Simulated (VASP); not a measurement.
# Sn5Ge12 in VASP: notebook

The runs below take Sn5Ge12 through single point, with PBE.

All numbers are computed with VASP 6.6.1; they aren't measurements. Logs are shortened: lines on timing, memory, paths and dates and some standing lists are left out, and cuts for length are marked.

## Step 1: The cell of the first run

The cell holds an amorphous packing of atoms, 17 atoms: a = 7.082 Å, b = 7.723 Å, c = 7.545 Å, α = 95.21°, β = 89.49°, γ = 91.15°.

## Step 2: Single point, PBE

Contents of INCAR:

```
SYSTEM = Sn5Ge12
ALGO = Normal
EDIFF = 1E-7
ENCUT = 520
GGA = PE
ISIF = 2
ISMEAR = -1
ISYM = 0
LASPH = .TRUE.
LCHARG = .FALSE.
LREAL = Auto
LWAVE = .FALSE.
NBANDS = 133
NELM = 60
PREC = Accurate
SIGMA = 0.05
```

Contents of KPOINTS:

```
Automatic mesh
0
Gamma
  1 1 1
  0.25 0.25 0.25
```

Contents of POSCAR:

```
Sn5Ge12
1.0
    7.0815660000     -0.0735080000      0.0306640000
   -0.0735080000      7.7150240000     -0.3469720000
    0.0306640000     -0.3469720000      7.5368430000
Sn Ge
5 12
Direct
    0.3079232605      0.8641985999      0.3895649090
    0.8721101502      0.4093702652      0.2250652739
    0.6351449548      0.6911565023      0.9063923541
    0.3583579116      0.4387492315      0.2052692369
    0.8316016711      0.3666399196      0.6798802300
    0.4360581261      0.1442626480      0.0210363694
    0.2634717409      0.8228055462      0.9200778613
    0.6947918325      0.9664863949      0.6614682859
    0.1718453093      0.2017133043      0.4535495040
    0.7047400894      0.7187380244      0.3645166577
    0.2806221023      0.2781662625      0.7704639606
    0.5897824927      0.1353015776      0.3631652893
    0.0447655957      0.5534161136      0.9101223421
   -0.0182371269      0.8254200675      0.1788219384
    0.0243986783      0.7888226989      0.6577722567
    0.8025244631      0.0886451226      0.0168984236
    0.3529754779      0.5295359672      0.5747125837
```

Potentials or basis: VASP PAW PBE potentials, release 64 (Sn_d, Ge_d).

Run with:

```sh
> cat potpaw_PBE.64/Sn_d/POTCAR potpaw_PBE.64/Ge_d/POTCAR > POTCAR
> mpirun -np 1 vasp_std > vasp.out
```

OUTCAR:

```text
SYSTEM = Sn5Ge12
   EDIFF = 1E-7
   ENCUT = 520
   GGA = PE
   ISIF = 2
   ISMEAR = -1
   ISYM = 0
   LASPH = .TRUE.
   LREAL = Auto
   NELM = 60
   PREC = Accurate

 ion  position               nearest neighbor table
   1  0.308  0.864  0.390-   9 2.80  14 2.81  12 2.88  15 2.93  10 3.05  17 3.07   4 3.47
   2  0.872  0.409  0.225-  10 2.80  16 2.85  13 2.96  12 3.12   9 3.28  14 3.34   4 3.45   5 3.49
                             4 3.66
   3  0.635  0.691  0.906-   7 2.84   8 2.96  13 3.11   5 3.23  14 3.31  16 3.31   4 3.65
   4  0.358  0.439  0.205-   6 2.62  17 2.81   9 3.01  12 3.21   2 3.45   1 3.47   3 3.65   2 3.66

   5  0.832  0.367  0.680-  13 2.62   9 3.16   8 3.21   3 3.23  12 3.32   2 3.49
   6  0.436  0.144  0.021-  11 2.51   4 2.62  16 2.64   7 2.79  12 2.82
   7  0.263  0.823  0.920-  13 2.56  15 2.61  14 2.78   6 2.79   3 2.84
   8  0.695  0.966  0.661-  15 2.73  10 2.81  12 2.81  16 2.87   3 2.96   5 3.21
   9  0.172  0.202  0.454-  11 2.53   1 2.80  17 2.89   4 3.01   5 3.16   2 3.28
  10  0.705  0.719  0.365-  14 2.57   2 2.80   8 2.81   1 3.05
  11  0.281  0.278  0.770-   6 2.51   9 2.53  17 2.58  13 2.85
  12  0.590  0.135  0.363-   8 2.81   6 2.82   1 2.88   2 3.12   4 3.21   5 3.32
  13  0.045  0.553  0.910-   7 2.56   5 2.62  15 2.76  14 2.82  11 2.85   2 2.96   3 3.11
  14  0.982  0.825  0.179-  10 2.57   7 2.78  16 2.80   1 2.81  13 2.82   3 3.31   2 3.34
  15  0.024  0.789  0.658-   7 2.61   8 2.73  13 2.76   1 2.93
  16  0.803  0.089  0.017-   6 2.64  14 2.80   2 2.85   8 2.87   3 3.31
  17  0.353  0.530  0.575-  11 2.58   4 2.81   9 2.89   1 3.07

IMPORTANT INFORMATION: All symmetrisations will be switched off!
NOSYMM: (Re-)initialisation of all symmetry stuff for point group C_1.

----------------------------------------------------------------------------------------

                                     Primitive cell

  volume of cell :     410.8723

  direct lattice vectors                    reciprocal lattice vectors
     7.081566000 -0.073508000  0.030664000     0.141227656  0.001322500 -0.000513708
    -0.073508000  7.715024000 -0.346972000     0.001322500  0.129898530  0.005974730
     0.030664000 -0.346972000  7.536843000    -0.000513708  0.005974730  0.132958696

  length of vectors
     7.082013889  7.723172167  7.544887823     0.141234782  0.130042587  0.133093862

  position of ions in fractional coordinates (direct lattice)
     0.307923260  0.864198600  0.389564909
     0.872110150  0.409370265  0.225065274
     0.635144955  0.691156502  0.906392354
     0.358357912  0.438749231  0.205269237
     0.831601671  0.366639920  0.679880230
     0.436058126  0.144262648  0.021036369
[... 9 lines left out ...]
     0.802524463  0.088645123  0.016898424
     0.352975478  0.529535967  0.574712584

  ion indices of the primitive-cell ions
   primitive index   ion index
                 1           1
                 2           2
                 3           3
[... 74 lines left out ...]
   NUPDOWN=      -1.0000    fix difference up-down
   EMIN   =  10.00;   EMAX   =-10.00  energy-range for DOS
   EFERMI =   0.00;   METHOD = LEGACY
   ISMEAR =    -1;   SIGMA  =   0.05  broadening in eV -4-tet -1-fermi 0-gaus
   EFERMI_NEDOS =   21; number of points for ismear=-14 and -15
   IALGO  =     38    algorithm
   IMIX   =      4    mixing-type and parameters
     AMIX     =   0.40;   BMIX     =  1.00
     AMIX_MAG =   1.60;   BMIX_MAG =  1.00
  volume/ion in A,a.u.               =      24.17       163.10
  Fermi-wavevector in a.u.,A,eV,Ry     =   1.364682  2.578875 25.338911  1.862357
  Thomas-Fermi vector in A             =   2.490977
   LORBIT       =      0    0 simple, 1 ext, 2 COOP (PROOUT), +10 PAW based schemes
   GGA     = PE    functional components
   LHFCALC =     F    Hartree Fock is set to
   AEXX    =    0.0000 exact exchange contribution
   IVDW    =     0    specifies the selected vdW correction
   LEPSILON=     F    determine dielectric tensor
   LRPA    =     F    only Hartree local field effects (RPA)
 non-spin polarized calculation
  energy-cutoff  :      520.00
  volume of cell :      410.87
 maximum number of plane-waves:     11053
 NGX is ok and might be reduce to    54
   NGX = 27   NGY = 29   NGZ = 29

 number of electron     237.9999999 magnetization

 Free energy of the ion-electron system (eV)
  ---------------------------------------------------
  ext. energy  EPLUGINS =         0.00000000
  ---------------------------------------------------
  free energy    TOTEN  =       -68.03809278 eV

  energy without entropy =      -68.02496445  energy(sigma->0) =      -68.03152862

 E-fermi :   5.8881     XC(G=0): -10.1980

 val. band max:        5.6673332209   @ k =   0.2500   0.2500   0.2500
 cond. band min:       6.1095986032   @ k =   0.2500   0.2500   0.2500
 fundamental gap:      0.4422653823
 Fermi energy:         5.8880785818

 k-point     1 :       0.2500    0.2500    0.2500
  band No.  band energies     occupation
      1     -18.9239      2.00000
      2     -18.9152      2.00000
      3     -18.9060      2.00000
      4     -18.8972      2.00000
      5     -18.8890      2.00000
      6     -18.8883      2.00000
[... 123 lines left out ...]
    130       8.1338      0.00000
    131       8.2485      0.00000
 [bands above 131 left out]

------------------------ aborting loop because EDIFF is reached ----------------------------------------

  FORCE on cell =-STRESS in cart. coord.  units (eV):
  Direction    XX          YY          ZZ          XY          YZ          ZX
  --------------------------------------------------------------------------------------
  -------------------------------------------------------------------------------------
  Total       -1.6470187      3.7632458      4.4006305      8.6430426     11.8968863      5.0314993
  in kB       -6.4224722     14.6746003     17.1600521     33.7031388     46.3913495     19.6200952
  external PRESSURE =       8.4707267 kB  Pullay stress =       0.0000000 kB

 VOLUME and BASIS-vectors are now :
 -----------------------------------------------------------------------------
  energy-cutoff  :      520.00
  volume of cell :      410.87
      direct lattice vectors                 reciprocal lattice vectors
     7.081566000 -0.073508000  0.030664000     0.141227656  0.001322500 -0.000513708
    -0.073508000  7.715024000 -0.346972000     0.001322500  0.129898530  0.005974730
     0.030664000 -0.346972000  7.536843000    -0.000513708  0.005974730  0.132958696

 POSITION                                       TOTAL-FORCE (eV/Angst)
 -----------------------------------------------------------------------------------
      2.12900      6.50951      2.64568        -0.271016     -0.120267     -0.249774
      6.15272      3.01610      1.58098        -0.065741     -0.458382     -0.048377
      4.47481      4.97111      6.61100        -0.137025     -0.100120      0.053881
      2.51178      3.28740      1.40584        -0.034937      0.713825      0.363904
      5.88294      2.53161      5.02244        -0.407641     -1.043542     -0.635258
      3.07802      1.07364      0.12186         0.231330     -1.227679      0.037086
[... 9 lines left out ...]
      5.67713      0.61904      0.12121         0.026411     -0.130546      0.032312
      2.47832      3.86003      4.15861        -0.030769      0.221081      0.423932
 -----------------------------------------------------------------------------------
    total drift:                                0.012104      0.010845     -0.004556

  FREE ENERGIE OF THE ION-ELECTRON SYSTEM (eV)
  ---------------------------------------------------
  free  energy   TOTEN  =       -68.0380927842 eV

  energy  without entropy=      -68.0249644485  energy(sigma->0) =      -68.03152862
```

stdout:

```text
POSCAR found type information on POSCAR SnGe
 POSCAR found :  2 types and      17 ions
 scaLAPACK will be used
 LDA part: xc-table for (Slater+PW92), standard interpolation
 POSCAR, INCAR and KPOINTS ok, starting setup
 FFT: planning ... GRIDC
 FFT: planning ... GRID_SOFT
 FFT: planning ... GRID
 WAVECAR not read
 entering main loop
```

It took 2.8 min on 1 thread of Intel Xeon Platinum 8259CL at 2.50GHz (Skylake/Cascade Lake), shared host; peak memory 0.43 GiB.

Results:

```yaml
Free_energy: -68.0381 eV
Pressure: 0.8 GPa
Largest_force: 1.288 eV/Å
Band_gap_on_the_k_mesh: 0.44 eV
```

Forces on the atoms (eV/Å):
```
Sn  -0.271 -0.120 -0.250
Sn  -0.066 -0.458 -0.048
Sn  -0.137 -0.100  0.054
Sn  -0.035  0.714  0.364
Sn  -0.408 -1.044 -0.635
Ge   0.231 -1.228  0.037
Ge  -0.410  0.662  0.038
Ge   0.123  0.151  0.163
Ge  -0.004  0.396  0.069
Ge  -0.391  0.274  0.089
Ge  -0.542  0.234 -0.297
Ge   0.152  0.029 -0.059
Ge   1.020 -0.156  0.503
Ge   0.312  0.675 -0.273
Ge   0.430 -0.119 -0.212
Ge   0.026 -0.131  0.032
Ge  -0.031  0.221  0.424
```

Caveat: the k points lie up to 0.89 Å⁻¹ apart; spin-orbit coupling is left out, which moves the levels of the heavy elements.

(Continued in part 2 of 2.)
